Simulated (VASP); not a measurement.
# Na (R-3m) in VASP: further runs

The runs below take Na through electric field gradients, with PBEsol.

Everything below comes from runs of VASP 6.6.1. Logs are shortened: lines on timing, memory, paths and dates and some standing lists are left out, and cuts for length are marked.

### Step 1. The cell of the first run

It takes space group R-3m (No. 166, trigonal). Conventional cell: a = 5.981 Å, b = 5.981 Å, c = 3.608 Å, α = 90.00°, β = 90.00°, γ = 120.00°. Within 4.7 Å of Na (site symmetry -3m) lie 14 Na at 3.61 to 4.21 Å.

### Step 2. Electric field gradients, PBEsol (equal xy, yz and zx shear strains of -1 %)

The input, INCAR:

```
SYSTEM = Na
  PREC = Accurate
  ENCUT = 520
  EDIFF = 1E-8
  ISMEAR = -1
  SIGMA = 0.05
  LREAL = .False.
  LASPH = .True.
  NELM = 100
  ALGO = Normal
  ISIF = 2
  LWAVE = .False.
  LCHARG = .False.
  GGA = PS
  LEFG = .True.
  NBANDS = 10
```

The input, KPOINTS:

```
regular mesh
0
Gamma
  12 12 12
  0 0 0
```

The input, POSCAR:

```
Na
1.0
   -2.1250670667      2.1040267987      2.1040267987
    2.1040267987     -2.1250670667      2.1040267987
    2.1040267987      2.1040267987     -2.1250670667
Na
1
Direct
    0.0000000000      0.0000000000      0.0000000000
```

Potentials or basis: VASP PAW PBE potentials, release 64 (Na_pv).

Command:

```console
$ cat potpaw_PBE.64/Na_pv/POTCAR > POTCAR
$ mpirun -np 1 vasp_std > vasp.out
```

OUTCAR:

```text
SYSTEM = Na
   PREC = Accurate
   ENCUT = 520
   EDIFF = 1E-8
   ISMEAR = -1
   LREAL = .False.
   LASPH = .True.
   NELM = 100
   ISIF = 2
   GGA = PS

 ion  position               nearest neighbor table
   1  0.000  0.000  0.000-

  LATTYP: Found a trigonal (rhomboedric) cell.
 ALAT       =     3.6564692775
 COS(alpha) =    -0.3377371610

  Lattice vectors:

 A1 = (  -2.1250670667,   2.1040267987,   2.1040267987)
 A2 = (   2.1040267987,  -2.1250670667,   2.1040267987)
 A3 = (   2.1040267987,   2.1040267987,  -2.1250670667)

Analysis of symmetry for initial positions (statically):
=====================================================================
 Subroutine PRICEL returns:
 Original cell was already a primitive cell.

 Routine SETGRP: Setting up the symmetry group for a
 trigonal (rhombohedral) supercell.

 Subroutine GETGRP returns: Found 12 space group operations
 (whereof 12 operations were pure point group operations)
 out of a pool of 12 trial point group operations.

The static configuration has the point symmetry D_3d.

Analysis of symmetry for dynamics (positions and initial velocities):
=====================================================================
 Subroutine PRICEL returns:
 Original cell was already a primitive cell.

 Routine SETGRP: Setting up the symmetry group for a
 trigonal (rhombohedral) supercell.

 Subroutine GETGRP returns: Found 12 space group operations
 (whereof 12 operations were pure point group operations)
 out of a pool of 12 trial point group operations.

The dynamic configuration has the point symmetry D_3d.

 Subroutine INISYM returns: Found 12 space group operations
 (whereof 12 operations are pure point group operations),
 and found     1 'primitive' translations

----------------------------------------------------------------------------------------

                                     Primitive cell

  volume of cell :      37.2547

  direct lattice vectors                    reciprocal lattice vectors
    -2.125067067  2.104026799  2.104026799     0.002388457  0.238845730  0.238845730
     2.104026799 -2.125067067  2.104026799     0.238845730  0.002388457  0.238845730
     2.104026799  2.104026799 -2.125067067     0.238845730  0.238845730  0.002388457

  length of vectors
     3.656469277  3.656469277  3.656469277     0.337787315  0.337787315  0.337787315

  position of ions in fractional coordinates (direct lattice)
     0.000000000  0.000000000  0.000000000

  ion indices of the primitive-cell ions
   primitive index   ion index
                 1           1

----------------------------------------------------------------------------------------

 KPOINTS: regular mesh

Automatic generation of k-mesh.
 Grid dimensions read from file:
 generate k-points for:   12   12   12

 Generating k-lattice:

  Cartesian coordinates                     Fractional coordinates (reciprocal lattice)
     0.000199038  0.019903811  0.019903811     0.083333333 -0.000000000 -0.000000000
     0.019903811  0.000199038  0.019903811    -0.000000000  0.083333333 -0.000000000
     0.019903811  0.019903811  0.000199038    -0.000000000 -0.000000000  0.083333333

  Length of vectors
     0.028148943  0.028148943  0.028148943

  Shift w.r.t. Gamma in fractional coordinates (k-lattice)
     0.000000000  0.000000000  0.000000000

 Subroutine IBZKPT returns following result:
 ===========================================

 Found    189 irreducible k-points:

 Following reciprocal coordinates:
            Coordinates               Weight
  0.000000  0.000000  0.000000      1.000000
  0.083333  0.000000  0.000000      6.000000
  0.166667 -0.000000  0.000000      6.000000
  0.250000  0.000000  0.000000      6.000000
  0.333333  0.000000  0.000000      6.000000
  0.416667  0.000000  0.000000      6.000000
[... 16 lines left out ...]
  0.500000  0.166667 -0.000000     12.000000
 -0.416667  0.166667  0.000000     12.000000
 [... further k-points ...]
   k-points           NKPTS =    189   k-points in BZ     NKDIM =    189   number of bands    NBANDS=     10
   number of dos      NEDOS =    301   number of ions     NIONS =      1
   total plane-waves  NPLWV =  21952
   dimension x,y,z NGX =    28 NGY =   28 NGZ =   28
   dimension x,y,z NGXF=    56 NGYF=   56 NGZF=   56
   ions per type =               1
   NGX,Y,Z   is equivalent  to a cutoff of  12.73, 12.73, 12.73 a.u.
   NGXF,Y,Z  is equivalent  to a cutoff of  25.46, 25.46, 25.46 a.u.
 SYSTEM =  Na
   PREC   = accura    normal or accurate (medium, high low for compatibility)
   ISTART =      0    job   : 0-new  1-cont  2-samecut
   ICHARG =      2    charge: 1-file 2-atom 10-const
   ISPIN  =      1    spin polarized calculation?
   LNONCOLLINEAR =      F non collinear calculations
   LSORBIT =      F    spin-orbit coupling
   LASPH  =      T    aspherical Exc in radial PAW
   ENCUT  =  520.0 eV  38.22 Ry    6.18 a.u.   6.80  6.80  6.80*2*pi/ulx,y,z
   NELM   =    100;   NELMIN=  2; NELMDL= -5     # of ELM steps
   EDIFF  = 0.1E-07   stopping-criterion for ELM
   LREAL  =      F    real-space projection
   EDIFFG = 0.1E-06   stopping-criterion for IOM
   NSW    =      0    number of steps for IOM
   IBRION =     -1    ionic relax: 0-MD 1-quasi-New 2-CG
   NFREE  =      0    steps in history (QN), initial steepest desc. (CG)
   ISIF   =      2    stress and relaxation
   ISYM   =      2    0-nonsym 1-usesym 2-fastsym
   POTIM  = 0.5000    time-step for ionic-motion
   TEBEG  =    0.0;   TEEND  =   0.0 temperature during run
   PSTRESS=    0.0 pullay stress
   NELECT =       7.0000    total number of electrons
   NUPDOWN=      -1.0000    fix difference up-down
   EMIN   =  10.00;   EMAX   =-10.00  energy-range for DOS
   EFERMI =   0.00;   METHOD = LEGACY
   ISMEAR =    -1;   SIGMA  =   0.05  broadening in eV -4-tet -1-fermi 0-gaus
   EFERMI_NEDOS =   21; number of points for ismear=-14 and -15
   IALGO  =     38    algorithm
   IMIX   =      4    mixing-type and parameters
     AMIX     =   0.40;   BMIX     =  1.00
     AMIX_MAG =   1.60;   BMIX_MAG =  1.00
  volume/ion in A,a.u.               =      37.25       251.41
  Fermi-wavevector in a.u.,A,eV,Ry     =   0.937664  1.771928 11.962424  0.879213
  Thomas-Fermi vector in A             =   2.064797
   LORBIT       =      0    0 simple, 1 ext, 2 COOP (PROOUT), +10 PAW based schemes
   GGA     = PS    functional components
   LHFCALC =     F    Hartree Fock is set to
   AEXX    =    0.0000 exact exchange contribution
   IVDW    =     0    specifies the selected vdW correction
   LEPSILON=     F    determine dielectric tensor
   LRPA    =     F    only Hartree local field effects (RPA)
 non-spin polarized calculation
  energy-cutoff  :      520.00
  volume of cell :       37.25
 maximum number of plane-waves:      1024
   NGX = 13   NGY = 13   NGZ = 13

 number of electron       7.0000006 magnetization

 Free energy of the ion-electron system (eV)
  ---------------------------------------------------
  ext. energy  EPLUGINS =         0.00000000
  ---------------------------------------------------
  free energy    TOTEN  =        -1.39881103 eV

  energy without entropy =       -1.39352411  energy(sigma->0) =       -1.39616757

 E-fermi :   0.2554     XC(G=0):  -6.4880

 val. band max:        0.2453618170   @ k =  -0.2500  -0.3333   0.1667
 cond. band min:       0.2672012285   @ k =   0.3333   0.0833   0.0833
 fundamental gap:      0.0218394116
 Fermi energy:         0.2553712662

 k-point     1 :       0.0000    0.0000    0.0000
  band No.  band energies     occupation
      1     -24.4982      2.00000
      2     -24.4977      2.00000
      3     -24.4977      2.00000
      4      -2.9754      2.00000
      5      11.9408      0.00000
      6      11.9925      0.00000
      7      11.9925      0.00000
      8      13.0211      0.00000
      9      13.0211      0.00000
     10      13.3854      0.00000

 k-point     2 :       0.0833    0.0000    0.0000
  band No.  band energies     occupation
      1     -24.5005      2.00000
      2     -24.4987      2.00000
      3     -24.4977      2.00000
      4      -2.8522      2.00000
      5      10.6017      0.00000
      6      11.2569      0.00000
      7      11.5103      0.00000
      8      12.1282      0.00000
      9      12.3295      0.00000
     10      13.6946      0.00000
[... 274 lines left out ...]
 k-point    24 :      -0.4167    0.1667    0.0000
  band No.  band energies     occupation
      1     -24.5244      2.00000
      2     -24.5091      2.00000
      3     -24.5003      2.00000
      4      -0.7080      2.00000
      5       4.7862      0.00000
      6       6.1544      0.00000
      7       8.9210      0.00000
      8      11.4463      0.00000
      9      12.8673      0.00000
     10      14.4153      0.00000

 [... further k-points ...]
[... 5 lines left out ...]
  --------------------------------------------------------------------------------------
  -------------------------------------------------------------------------------------
  Total       -0.0437470     -0.0437470     -0.0437470      0.0099953      0.0099953      0.0099953
  in kB       -1.8813849     -1.8813849     -1.8813849      0.4298570      0.4298570      0.4298570
  external PRESSURE =      -1.8813849 kB  Pullay stress =       0.0000000 kB

 VOLUME and BASIS-vectors are now :
 -----------------------------------------------------------------------------
  energy-cutoff  :      520.00
  volume of cell :       37.25
      direct lattice vectors                 reciprocal lattice vectors
    -2.125067067  2.104026799  2.104026799     0.002388457  0.238845730  0.238845730
     2.104026799 -2.125067067  2.104026799     0.238845730  0.002388457  0.238845730
     2.104026799  2.104026799 -2.125067067     0.238845730  0.238845730  0.002388457

 POSITION                                       TOTAL-FORCE (eV/Angst)
 -----------------------------------------------------------------------------------
      0.00000      0.00000      0.00000        -0.000000      0.000000      0.000000
 -----------------------------------------------------------------------------------
    total drift:                               -0.000000     -0.000000     -0.000000

  FREE ENERGIE OF THE ION-ELECTRON SYSTEM (eV)
  ---------------------------------------------------
  free  energy   TOTEN  =        -1.3988110312 eV

  energy  without entropy=       -1.3935241098  energy(sigma->0) =       -1.39616757

 Electric field gradients (V/A^2)
---------------------------------------------------------------------
 ion       V_xx      V_yy      V_zz      V_xy      V_xz      V_yz
---------------------------------------------------------------------
   1      -0.000     0.000    -0.000     0.125     0.125     0.125
---------------------------------------------------------------------

 Electric field gradients after diagonalization (V/A^2)
 (convention: |V_zz| > |V_xx| > |V_yy|)
----------------------------------------------------------------------
 ion       V_xx      V_yy      V_zz     asymmetry (V_yy - V_xx)/ V_zz
----------------------------------------------------------------------
   1      -0.125    -0.125     0.251       0.000
----------------------------------------------------------------------

           NMR quadrupolar parameters

 Cq : quadrupolar parameter    Cq=e*Q*V_zz/h
 eta: asymmetry parameters     (V_yy - V_xx)/ V_zz
 Q  : nuclear electric quadrupole moment in mb (millibarn)
----------------------------------------------------------------------
 ion       Cq(MHz)       eta       Q (mb)
----------------------------------------------------------------------
   1       0.001       0.000       1.000
----------------------------------------------------------------------
```

Wall time 84 s (1 thread of Intel Xeon 8259CL, shared host); peak memory 0.19 GiB.

Results:

```
Free energy : -1.3988 eV
Pressure    : -0.2 GPa
```

Levels at points of the mesh, in eV from the Fermi level:
```tsv
k point	band 1	band 2	band 3	band 4	band 5	band 6	band 7
(0.00, 0.00, 0.00)	-24.75	-24.75	-24.75	-3.23	11.69	11.74	11.74
(0.50, 0.00, 0.00)	-24.79	-24.77	-24.75	0.82	1.30	8.19	9.11
(0.50, 0.50, 0.00)	-24.79	-24.76	-24.75	0.75	1.21	8.24	9.08
(0.50, 0.50, 0.50)	-24.78	-24.78	-24.78	4.54	4.54	4.89	4.92
```

Caveat: the cell differs from its parent crystal (equal xy, yz and zx shear strains of -1 %); without QUAD_EFG the Cq values of the log hold for a quadrupole moment of 1 mb, not for the nuclei; the PAW data sets were made with another functional, which shifts forces and pressure a little.

### Step 3. Electric field gradients, PBEsol (equal xy, yz and zx shear strains of -1 %)

The input, INCAR:

```
PREC = Accurate
ENCUT = 520
EDIFF = 1E-8
ISMEAR = -1
SIGMA = 0.05
LREAL = False
LASPH = True
NELM = 60
ALGO = Normal
ISIF = 2
LWAVE = False
LCHARG = False
GGA = PS
LEFG = True
NBANDS = 10
```

The input, KPOINTS:

```
Automatic mesh
0
Gamma
  12 12 12
```

POSCAR is that of step 2.

Potentials or basis: VASP PAW PBE potentials, release 64 (Na_pv).

Command:

```console
$ cat potpaw_PBE.64/Na_pv/POTCAR > POTCAR
$ mpirun -np 1 vasp_std > vasp.out
```

OUTCAR:

```text
PREC = Accurate
   ENCUT = 520
   EDIFF = 1E-8
   ISMEAR = -1
   LREAL = False
   LASPH = True
   NELM = 60
   ISIF = 2
   GGA = PS

 ion  position               nearest neighbor table
   1  0.000  0.000  0.000-

  LATTYP: Found a trigonal (rhomboedric) cell.
 ALAT       =     3.6564692775
 COS(alpha) =    -0.3377371610

  Lattice vectors:

 A1 = (  -2.1250670667,   2.1040267987,   2.1040267987)
 A2 = (   2.1040267987,  -2.1250670667,   2.1040267987)
 A3 = (   2.1040267987,   2.1040267987,  -2.1250670667)

Analysis of symmetry for initial positions (statically):
=====================================================================
 Subroutine PRICEL returns:
 Original cell was already a primitive cell.

 Routine SETGRP: Setting up the symmetry group for a
[... 493 lines left out ...]
  in kB       -1.8813849     -1.8813849     -1.8813849      0.4298570      0.4298570      0.4298570
  external PRESSURE =      -1.8813849 kB  Pullay stress =       0.0000000 kB

 VOLUME and BASIS-vectors are now :
 -----------------------------------------------------------------------------
  energy-cutoff  :      520.00
  volume of cell :       37.25
      direct lattice vectors                 reciprocal lattice vectors
    -2.125067067  2.104026799  2.104026799     0.002388457  0.238845730  0.238845730
     2.104026799 -2.125067067  2.104026799     0.238845730  0.002388457  0.238845730
     2.104026799  2.104026799 -2.125067067     0.238845730  0.238845730  0.002388457

 POSITION                                       TOTAL-FORCE (eV/Angst)
 -----------------------------------------------------------------------------------
      0.00000      0.00000      0.00000        -0.000000      0.000000      0.000000
 -----------------------------------------------------------------------------------
    total drift:                               -0.000000     -0.000000     -0.000000

  FREE ENERGIE OF THE ION-ELECTRON SYSTEM (eV)
  ---------------------------------------------------
  free  energy   TOTEN  =        -1.3988110312 eV

  energy  without entropy=       -1.3935241098  energy(sigma->0) =       -1.39616757

 Electric field gradients (V/A^2)
---------------------------------------------------------------------
 ion       V_xx      V_yy      V_zz      V_xy      V_xz      V_yz
---------------------------------------------------------------------
   1      -0.000     0.000    -0.000     0.125     0.125     0.125
---------------------------------------------------------------------

 Electric field gradients after diagonalization (V/A^2)
 (convention: |V_zz| > |V_xx| > |V_yy|)
----------------------------------------------------------------------
 ion       V_xx      V_yy      V_zz     asymmetry (V_yy - V_xx)/ V_zz
----------------------------------------------------------------------
   1      -0.125    -0.125     0.251       0.000
----------------------------------------------------------------------

           NMR quadrupolar parameters

 Cq : quadrupolar parameter    Cq=e*Q*V_zz/h
 eta: asymmetry parameters     (V_yy - V_xx)/ V_zz
 Q  : nuclear electric quadrupole moment in mb (millibarn)
----------------------------------------------------------------------
 ion       Cq(MHz)       eta       Q (mb)
----------------------------------------------------------------------
   1       0.001       0.000       1.000
----------------------------------------------------------------------
```

Wall time 81 s (1 thread of Intel Xeon 8259CL, shared host); peak memory 0.19 GiB.

Results:

```
Free energy : -1.3988 eV
Pressure    : -0.2 GPa
```

Caveat: the cell differs from its parent crystal (equal xy, yz and zx shear strains of -1 %); without QUAD_EFG the Cq values of the log hold for a quadrupole moment of 1 mb, not for the nuclei; the PAW data sets were made with another functional, which shifts forces and pressure a little.
